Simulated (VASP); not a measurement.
Here is a VASP 6.6.1 calculation.

File INCAR:

```
SYSTEM = PbO
ALGO = Normal
EDIFF = 1E-7
ENCUT = 520
GGA = PS
ISIF = 2
ISMEAR = -1
LASPH = .TRUE.
LCHARG = .TRUE.
LELF = .TRUE.
LREAL = .FALSE.
LVHAR = .TRUE.
LWAVE = .FALSE.
NBANDS = 50
NELM = 100
PREC = Accurate
SIGMA = 0.05
```

File KPOINTS:

```
k-points
0
G
  5 5 6
  0 0 0
```

The input POSCAR:

```
PbO
1.0
    5.9149150414      0.0000000000      0.0000000000
    0.0000000000      5.5122659576      0.0000000000
    0.0000000000      0.0000000000      4.7744115114
Pb O
4 4
Direct
    0.7690000000      0.5140000000      0.2500000000
    0.2310000000      0.4860000000      0.7500000000
    0.7690000000      0.9860000000      0.7500000000
    0.2310000000      0.0140000000      0.2500000000
    0.1320000000      0.5820000000      0.2500000000
    0.8680000000      0.4180000000      0.7500000000
    0.1320000000      0.9180000000      0.7500000000
    0.8680000000      0.0820000000      0.2500000000
```

Potentials or basis: VASP PAW PBE potentials, release 64 (Pb_d, O).

The run is started by

```bash
$ cat potpaw_PBE.64/Pb_d/POTCAR potpaw_PBE.64/O/POTCAR > POTCAR
$ mpirun -np 1 vasp_std > vasp.out
```

(1) Predict the band gap on the k mesh.

(2) What does it give for the largest force?

Results:

(1) 1.87 eV (least direct gap 2.05 eV).

(2) 1.031 eV/Å.

Caveat: the PAW data sets were made with another functional, which shifts forces and pressure a little; spin-orbit coupling is left out, which moves the levels of the heavy elements.
